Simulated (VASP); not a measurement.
# Hf2ZrC3 (Immm) in VASP: notebook, part 2 of 2

VASP 6.6.1. Earlier steps stand in the parts before.

## 3. Relaxation of cell and atoms, PBE

This run uses another cell than the first one, of 13.50 Å³/atom.

INCAR reads:

```
SYSTEM = Hf2ZrC3
PREC = Accurate ; ENCUT = 600
EDIFF = 1E-6 ; ISMEAR = 0
SIGMA = 0.2 ; LREAL = .False.
LASPH = .True. ; NELM = 60
ALGO = Normal ; ISIF = 3
LWAVE = .False. ; LCHARG = .False.
GGA = PE ; IBRION = 2
NSW = 36 ; EDIFFG = -0.08
```

KPOINTS reads:

```
regular mesh
0
Gamma
  6 6 6
  0 0 0
```

POSCAR reads:

```
Hf2ZrC3
1.0
   -1.6836730400      2.3811582300      5.0510191300
    1.6836730400     -2.3811582300      5.0510191300
    1.6836730400      2.3811582300     -5.0510191300
Zr Hf C
1 2 3
Direct
    0.0000000000      0.0000000000      0.0000000000
    0.6667000000      0.6667000000      0.0000000000
    0.3333000000      0.3333000000      0.0000000000
    0.8333000000      0.3333000000      0.5000000000
    0.1667000000      0.6667000000      0.5000000000
    0.5000000000      0.0000000000      0.5000000000
```

Potentials or basis: VASP PAW PBE potentials, release 64 (Zr_sv, Hf_pv, C).

Started as:

```sh
$ cat potpaw_PBE.64/Zr_sv/POTCAR potpaw_PBE.64/Hf_pv/POTCAR potpaw_PBE.64/C/POTCAR > POTCAR
$ mpirun -np 1 vasp_std > vasp.out
```

OUTCAR:

```text
SYSTEM = Hf2ZrC3
   PREC = Accurate
   ENCUT = 600
   EDIFF = 1E-6
   ISMEAR = 0
   LREAL = .False.
   LASPH = .True.
   NELM = 60
   ISIF = 3
   GGA = PE
   IBRION = 2
   NSW = 36
   EDIFFG = -0.08

 ion  position               nearest neighbor table
   1  0.000  0.000  0.000-   6 2.38   6 2.38   4 2.38   5 2.38   4 2.38   5 2.38   3 3.37   2 3.37
                             2 3.37   3 3.37   2 3.37   3 3.37   2 3.37   3 3.37   3 3.37   2 3.37
   2  0.667  0.667  0.000-   4 2.38   4 2.38   5 2.38   5 2.38   6 2.38   6 2.38   1 3.37   3 3.37
                             3 3.37   3 3.37   3 3.37   1 3.37   1 3.37   1 3.37   1 3.37   3 3.37
   3  0.333  0.333  0.000-   5 2.38   5 2.38   4 2.38   4 2.38   6 2.38   6 2.38   1 3.37   2 3.37
                             2 3.37   2 3.37   2 3.37   1 3.37   1 3.37   1 3.37   1 3.37   2 3.37
   4  0.833  0.333  0.500-   2 2.38   2 2.38   3 2.38   3 2.38   1 2.38   1 2.38
   5  0.167  0.667  0.500-   3 2.38   3 2.38   2 2.38   2 2.38   1 2.38   1 2.38
   6  0.500  0.000  0.500-   1 2.38   1 2.38   3 2.38   2 2.38   3 2.38   2 2.38

  LATTYP: Found a body centered orthorhombic cell.
 ALAT       =     3.3673460800
 B/A-ratio  =     1.4142640367
 C/A-ratio  =     3.0000000059

  Lattice vectors:

 A1 = (  -1.6836730400,   2.3811582300,   5.0510191300)
 A2 = (   1.6836730400,  -2.3811582300,   5.0510191300)
 A3 = (   1.6836730400,   2.3811582300,  -5.0510191300)

Analysis of symmetry for initial positions (statically):
=====================================================================
 Subroutine PRICEL returns:
 Original cell was already a primitive cell.

 Routine SETGRP: Setting up the symmetry group for a
 body centered orthorhombic supercell.

 Subroutine GETGRP returns: Found  8 space group operations
 (whereof  8 operations were pure point group operations)
 out of a pool of  8 trial point group operations.

The static configuration has the point symmetry D_2h.

Analysis of symmetry for dynamics (positions and initial velocities):
=====================================================================
 Subroutine PRICEL returns:
 Original cell was already a primitive cell.

 Routine SETGRP: Setting up the symmetry group for a
 body centered orthorhombic supercell.

 Subroutine GETGRP returns: Found  8 space group operations
 (whereof  8 operations were pure point group operations)
 out of a pool of  8 trial point group operations.

The dynamic configuration has the point symmetry D_2h.

 Subroutine INISYM returns: Found  8 space group operations
 (whereof  8 operations are pure point group operations),
 and found     1 'primitive' translations

----------------------------------------------------------------------------------------

                                     Primitive cell

  volume of cell :      81.0000

  direct lattice vectors                    reciprocal lattice vectors
    -1.683673040  2.381158230  5.051019130     0.000000000  0.209981846  0.098989924
     1.683673040 -2.381158230  5.051019130     0.296969773  0.000000000  0.098989924
     1.683673040  2.381158230 -5.051019130     0.296969773  0.209981846  0.000000000

  length of vectors
     5.832449200  5.832449200  5.832449200     0.232145171  0.313033626  0.363707879

  position of ions in fractional coordinates (direct lattice)
     0.000000000  0.000000000  0.000000000
     0.666700000  0.666700000  0.000000000
     0.333300000  0.333300000  0.000000000
[... 63 lines left out ...]
 -0.166667  0.166667  0.166667      2.000000
  0.166667  0.333333  0.166667      4.000000
 [... further k-points ...]
   k-points           NKPTS =     46   k-points in BZ     NKDIM =     46   number of bands    NBANDS=     26
   number of dos      NEDOS =    301   number of ions     NIONS =      6
   total plane-waves  NPLWV = 110592
   dimension x,y,z NGX =    48 NGY =   48 NGZ =   48
   dimension x,y,z NGXF=    96 NGYF=   96 NGZF=   96
   ions per type =               1   2   3
   NGX,Y,Z   is equivalent  to a cutoff of  13.68, 13.68, 13.68 a.u.
   NGXF,Y,Z  is equivalent  to a cutoff of  27.36, 27.36, 27.36 a.u.
 SYSTEM =  Hf2ZrC3
   PREC   = accura    normal or accurate (medium, high low for compatibility)
   ISTART =      0    job   : 0-new  1-cont  2-samecut
   ICHARG =      2    charge: 1-file 2-atom 10-const
   ISPIN  =      1    spin polarized calculation?
   LNONCOLLINEAR =      F non collinear calculations
   LSORBIT =      F    spin-orbit coupling
   LASPH  =      T    aspherical Exc in radial PAW
   ENCUT  =  600.0 eV  44.10 Ry    6.64 a.u.  11.65 11.65 11.65*2*pi/ulx,y,z
   NELM   =     60;   NELMIN=  2; NELMDL= -5     # of ELM steps
   EDIFF  = 0.1E-05   stopping-criterion for ELM
   LREAL  =      F    real-space projection
   EDIFFG = -.8E-01   stopping-criterion for IOM
   NSW    =     36    number of steps for IOM
   IBRION =      2    ionic relax: 0-MD 1-quasi-New 2-CG
   NFREE  =      1    steps in history (QN), initial steepest desc. (CG)
   ISIF   =      3    stress and relaxation
   ISYM   =      2    0-nonsym 1-usesym 2-fastsym
   POTIM  = 0.5000    time-step for ionic-motion
   TEBEG  =    0.0;   TEEND  =   0.0 temperature during run
   PSTRESS=    0.0 pullay stress
   NELECT =      44.0000    total number of electrons
   NUPDOWN=      -1.0000    fix difference up-down
   EMIN   =  10.00;   EMAX   =-10.00  energy-range for DOS
   EFERMI =   0.00;   METHOD = LEGACY
   ISMEAR =     0;   SIGMA  =   0.20  broadening in eV -4-tet -1-fermi 0-gaus
   EFERMI_NEDOS =   21; number of points for ismear=-14 and -15
   IALGO  =     38    algorithm
   IMIX   =      4    mixing-type and parameters
     AMIX     =   0.40;   BMIX     =  1.00
     AMIX_MAG =   1.60;   BMIX_MAG =  1.00
  volume/ion in A,a.u.               =      13.50        91.10
  Fermi-wavevector in a.u.,A,eV,Ry     =   1.335767  2.524234 24.276515  1.784274
  Thomas-Fermi vector in A             =   2.464446
   LORBIT       =      0    0 simple, 1 ext, 2 COOP (PROOUT), +10 PAW based schemes
   GGA     = PE    functional components
   LHFCALC =     F    Hartree Fock is set to
   AEXX    =    0.0000 exact exchange contribution
   IVDW    =     0    specifies the selected vdW correction
   LEPSILON=     F    determine dielectric tensor
   LRPA    =     F    only Hartree local field effects (RPA)
 conjugate gradient relaxation of ions
 non-spin polarized calculation
 Gauss-broadening in eV      SIGMA  =   0.20
  energy-cutoff  :      600.00
  volume of cell :       81.00
 maximum number of plane-waves:      2744
 NGX is ok and might be reduce to    48
   NGX = 23   NGY = 23   NGZ = 23

--------------------------------------- Ionic step        1  -------------------------------------------

 number of electron      44.0000002 magnetization

 Free energy of the ion-electron system (eV)
  ---------------------------------------------------
  ext. energy  EPLUGINS =         0.00000000
  ---------------------------------------------------
  free energy    TOTEN  =       -61.34857634 eV

  energy without entropy =      -61.33086675  energy(sigma->0) =      -61.33972155

------------------------ aborting loop because EDIFF is reached ----------------------------------------

  FORCE on cell =-STRESS in cart. coord.  units (eV):
  Direction    XX          YY          ZZ          XY          YZ          ZX
  --------------------------------------------------------------------------------------
  -------------------------------------------------------------------------------------
  Total       -6.0834643     -6.3961977     -6.3692814     -0.0000000      0.0000000      0.0000000
  in kB     -120.3307237   -126.5165797   -125.9841756     -0.0000000      0.0000000      0.0000000
  external PRESSURE =    -124.2771597 kB  Pullay stress =       0.0000000 kB
[... 187 lines left out ...]
--------------------------------------- Ionic step        6  -------------------------------------------

 number of electron      43.9999999 magnetization

 Free energy of the ion-electron system (eV)
  ---------------------------------------------------
  ext. energy  EPLUGINS =         0.00000000
  ---------------------------------------------------
  free energy    TOTEN  =       -61.54646057 eV

  energy without entropy =      -61.52801985  energy(sigma->0) =      -61.53724021

 E-fermi :   7.2077     XC(G=0): -12.2372

 val. band max:        7.1873112759   @ k =   0.1667   0.0000   0.0000
 cond. band min:       7.2445061871   @ k =  -0.1667  -0.1667   0.1667
 fundamental gap:      0.0571949112
 Fermi energy:         7.2077292465

 k-point     1 :       0.0000    0.0000    0.0000
  band No.  band energies     occupation
      1     -40.8243      2.00000
      2     -22.8020      2.00000
      3     -22.7763      2.00000
      4     -22.5284      2.00000
      5     -22.5174      2.00000
      6     -22.5044      2.00000
[... 685 lines left out ...]
     25      10.2945      0.00000
     26      12.2602      0.00000

 [... further k-points ...]
[... 5 lines left out ...]
  --------------------------------------------------------------------------------------
  -------------------------------------------------------------------------------------
  Total        0.1080614      0.1707946      0.1414602      0.0000000      0.0000000      0.0000000
  in kB        2.2726379      3.5919791      2.9750494      0.0000000      0.0000000      0.0000000
  external PRESSURE =       2.9465555 kB  Pullay stress =       0.0000000 kB
[... 21 lines left out ...]
  FREE ENERGIE OF THE ION-ELECTRON SYSTEM (eV)
  ---------------------------------------------------
  free  energy   TOTEN  =       -61.5464605741 eV

  energy  without entropy=      -61.5280198530  energy(sigma->0) =      -61.53724021

 reached required accuracy - stopping structural energy minimisation
```

It took 21 min on 1 thread of Intel Xeon 8259CL, shared host; peak memory 0.42 GiB.

Results:

```
Free energy                           : -61.5465 eV
Relaxed volume                        : 12.70 Å³/atom
Relaxed cell                          : a = 5.711 Å, b = 5.711 Å, c = 5.711 Å, α = 146.37°, β = 131.83°, γ = 60.03°
Space group after relaxing (to 0.1 Å) : Immm (No. 71)
Energy gained by relaxing             : 33.0 meV/atom
Ionic steps                           : 6
Pressure after relaxing               : 0.3 GPa
Largest force after relaxing          : 0.054 eV/Å
Band gap on the k mesh                : zero (bands 22 and 23 overlap by 1.30 eV)
```

Forces in eV/Å, atoms in the order of the input:
```
Zr   0.000  0.000  0.000
Hf   0.000  0.000 -0.007
Hf   0.000  0.000  0.007
C    0.000  0.000 -0.054
C    0.000  0.000  0.054
C    0.000  0.000  0.000
```

Stress tensor (GPa, compression positive):
```
0.23 0.00 0.00
0.00 0.36 0.00
0.00 0.00 0.30
```

Step by step:
```tsv
step	energy change (eV)	largest force (eV/Å)	pressure (GPa)	volume (Å³)
1	0.0000	0.2840	-12.43	81.00
2	0.3423	0.0565	26.97	69.33
3	-0.1951	0.2213	-0.31	76.38
4	-0.1953	0.2195	0.04	76.26
5	-0.1952	0.2178	0.33	76.17
6	-0.1979	0.0536	0.29	76.18
```

Final structure:
```xyz
6
Lattice="-1.6521 2.3310 4.9455 1.6521 -2.3310 4.9455 1.6521 2.3310 -4.9455" Properties=species:S:1:pos:R:3 pbc="T T T"
Zr    1.6521    2.3310   -4.9455
Hf    1.6521    2.3310    1.6484
Hf    1.6521    2.3310   -1.6484
C     0.0000    2.3310    3.2822
C     1.6521    0.0000    1.6633
C     0.0000    2.3310    0.0000
```

Levels at points of the mesh, in eV from the Fermi level:
| k point | band 18 | band 19 | band 20 | band 21 | band 22 | band 23 | band 24 | band 25 | band 26 |
| --- | --- | --- | --- | --- | --- | --- | --- | --- | --- |
| (0.00, 0.00, 0.00) | -2.19 | -2.13 | 0.97 | 0.98 | 0.98 | 1.25 | 1.27 | 1.28 | 2.72 |
| (0.50, 0.00, 0.00) | -2.96 | -1.99 | -1.93 | -1.36 | -1.31 | 1.06 | 1.26 | 4.19 | 4.60 |
| (0.00, 0.50, 0.00) | -2.21 | -2.13 | -2.05 | -1.77 | -0.04 | -0.03 | 1.91 | 2.15 | 4.88 |
| (0.50, 0.50, 0.00) | -2.95 | -2.74 | -2.49 | -2.34 | -2.20 | 3.43 | 3.54 | 3.67 | 3.74 |
| (0.50, 0.50, 0.50) | -2.07 | -1.77 | -1.67 | -1.57 | -0.06 | -0.04 | 2.17 | 2.48 | 3.35 |

Caveat: spin-orbit coupling is left out, which moves the levels of the heavy elements; the relaxation stopped at a loose force limit of 0.08 eV/Å, so its end isn't a converged minimum.

The gap in the log of VASP goes by the Fermi energy; the results here count the filled bands.